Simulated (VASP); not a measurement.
A run of VASP 6.6.1 is set up as follows.

Contents of INCAR:

```
SYSTEM = Bi2Se3
PREC = Accurate
ENCUT = 520
EDIFF = 1E-6
ISMEAR = -1
SIGMA = 0.03
LREAL = .False.
LASPH = .True.
NELM = 80
ALGO = Normal
ISIF = 2
LWAVE = .False.
LCHARG = .False.
GGA = PE
NBANDS = 32
```

KPOINTS

```
Automatic mesh
0
Gamma
  6 6 6
  0 0 0
```

POSCAR

```
Bi2Se3
1.0
    2.0435026311      1.1798167941      9.4163232398
   -2.0435026311      1.1798167941      9.4163232398
    0.0000000000     -2.3596335883      9.4163232398
Bi Se
2 3
Direct
    0.4008000000      0.4008000000      0.4008000000
    0.5992000000      0.5992000000      0.5992000000
    0.0000000000      0.0000000000      0.0000000000
    0.2117000000      0.2117000000      0.2117000000
    0.7883000000      0.7883000000      0.7883000000
```

Potentials or basis: VASP PAW PBE potentials, release 64 (Bi_d, Se).

Run with:

```sh
$ cat potpaw_PBE.64/Bi_d/POTCAR potpaw_PBE.64/Se/POTCAR > POTCAR
$ mpirun -np 1 vasp_std > vasp.out
```

(1) What does it give for the pressure?

(2) Estimate the largest force.

(3) Estimate the band gap on the k mesh.

## Answers

(1) 5.6 GPa.

(2) 0.529 eV/Å.

(3) 0.18 eV.

Caveat: the cell stands under pressure; spin-orbit coupling is left out, which moves the levels of the heavy elements.
